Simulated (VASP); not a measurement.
Write the native input for VASP 6.6.1 that does the following.

| Quantity | Value |
| --- | --- |
| Task | relaxation of cell and atoms |
| Functional | PBE |
| Potentials or basis | VASP PAW PBE potentials, release 64 (Be, Al) |
| Cutoff | 600 eV |
| k mesh | 24 × 24 × 14 |
| Occupations | gaussian, width 0.1 eV |
| Spin | no spin polarisation |
| Dipole correction | no |
| Further INCAR settings | ALGO = Normal; EDIFF = 1e-06; IBRION = 2; EDIFFG = -0.01; NSW = 100; ISIF = 3 |

The structure of BeAl lies in POSCAR:

```
BeAl
1.0
    2.7098321058      0.0000000000      0.0000000000
   -1.3549160529      2.3467834436      0.0000000000
    0.0000000000      0.0000000000      4.0473758651
Be Al
1 1
Direct
    0.0000000000      0.0000000000      0.0000000000
    0.3333333333      0.6666666667      0.5000000000
```

The input as run:

INCAR

```
ALGO = Normal ; EDIFF = 1E-6
EDIFFG = -0.01 ; ENCUT = 600
GGA = PE ; IBRION = 2
ISIF = 3 ; ISMEAR = 0
LASPH = True ; LCHARG = False
LREAL = False ; LWAVE = False
NELM = 100 ; NSW = 100
PREC = Accurate ; SIGMA = 0.1
```

KPOINTS

```
k-points
0
Gamma
  24 24 14
```

Potentials or basis: VASP PAW PBE potentials, release 64 (Be, Al).

Run with:

```sh
$ cat potpaw_PBE.64/Be/POTCAR potpaw_PBE.64/Al/POTCAR > POTCAR
$ mpirun -np 1 vasp_std > vasp.out
```

It gave:

The relaxed volume is 12.83 Å³/atom and the relaxed cell is a = 2.715 Å, b = 2.715 Å, c = 4.020 Å, α = 90.00°, β = 90.00°, γ = 120.00°. The space group after relaxing (to 0.05 Å) is P-6m2 (No. 187) and the energy gained by relaxing is 0.2 meV/atom. The ionic steps are 4 and the pressure after relaxing is 0.0 GPa.

Run time: 64 s on 1 thread of Intel(R) Xeon(R) Platinum 8375C CPU @ 2.90GHz (Ice Lake), on a shared host, peak memory 0.24 GiB.
